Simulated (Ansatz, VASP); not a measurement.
## C in VASP and in Ansatz

```xyz
2
Lattice="-0.0853 1.7418 1.7418 1.7418 -0.0853 1.7418 1.7418 1.7418 -0.0853" Properties=species:S:1:pos:R:3 pbc="T T T"
C     1.6992    1.6992    1.6992
C     2.5488    2.5488    2.5488
```

Alike in both runs: task single point; functional PBE; k mesh 12 × 12 × 12; occupations gaussian, width 0.05 eV; no spin polarisation.

|  | VASP | Ansatz |
| --- | --- | --- |
| version | VASP 6.6.1 | Ansatz 0.2.0 |
| potentials or method | VASP PAW PBE potentials, release 64 (C), cutoff 520 eV | scalar-relativistic, plane waves, PAW |
| valence electrons in the cell | 8 | 8 |

Ansatz gave:

| Item | Value |
| --- | --- |
| gap on the k mesh at the Fermi level (eV) | 3.80 |
| least direct gap on the mesh (eV) | 4.83 |
| pressure (GPa) | 4.9 |
| traceless stress, the component that is largest in VASP (GPa) | 28.73 |
| rms of the force components (eV/Å) | 0.333 |

Question: Which values does VASP return?

Answer: gap on the k mesh at the Fermi level (eV): 3.79; least direct gap on the mesh (eV): 4.82; pressure (GPa): 5.6; traceless stress, the component that is largest in VASP (GPa): 28.91; rms of the force components (eV/Å): 0.347.

Atom by atom the forces differ by 0.014 eV/Å (rms over components).
